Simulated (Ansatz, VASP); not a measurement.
## Two plane-wave programs on Ti3O4

```
Ti O
1.0
     2.91282   -4.03035    0.00000
     2.91282    4.03035    0.00000
     0.00000    0.00000    2.96903
Ti O
3 4
Direct
  0.00000 0.00000 0.50000
  0.50000 0.00000 0.00000
  0.00000 0.50000 0.00000
  0.76278 0.76278 0.02105
  0.25888 0.74112 0.52105
  0.23722 0.23722 0.02105
  0.74112 0.25888 0.52105
```

Change from the starting cell: all O atoms moved +0.062 Å, as atom 4 along Cartesian [0 0 1].

Alike in both runs: task single point; functional PBEsol; k mesh 8 × 8 × 14; occupations gaussian, width 0.15 eV; no spin polarisation.

|  | VASP | Ansatz |
| --- | --- | --- |
| version | VASP 6.6.1 | Ansatz 0.2.0 |
| potentials or method | VASP PAW PBE potentials, release 64 (Ti_sv, O), cutoff 520 eV | scalar-relativistic, plane waves, PAW |
| valence electrons in the cell | 60 | 60 |

Ansatz gave:

* gap on the k mesh at the Fermi level (eV): none
* pressure (GPa): 0.6
* traceless stress, the component that is largest in VASP (GPa): -0.61
* rms of the force components (eV/Å): 0.370

**Question.** Which values does VASP return?

**Answer.** gap on the k mesh at the Fermi level (eV): none; pressure (GPa): 1.4; traceless stress, the component that is largest in VASP (GPa): -0.57; rms of the force components (eV/Å): 0.375.

VASP's potentials were made for PBE, not for PBEsol. Atom by atom the forces differ by 0.013 eV/Å (rms over components). A gap of «none» marks a metal or a gap that the smearing closes.
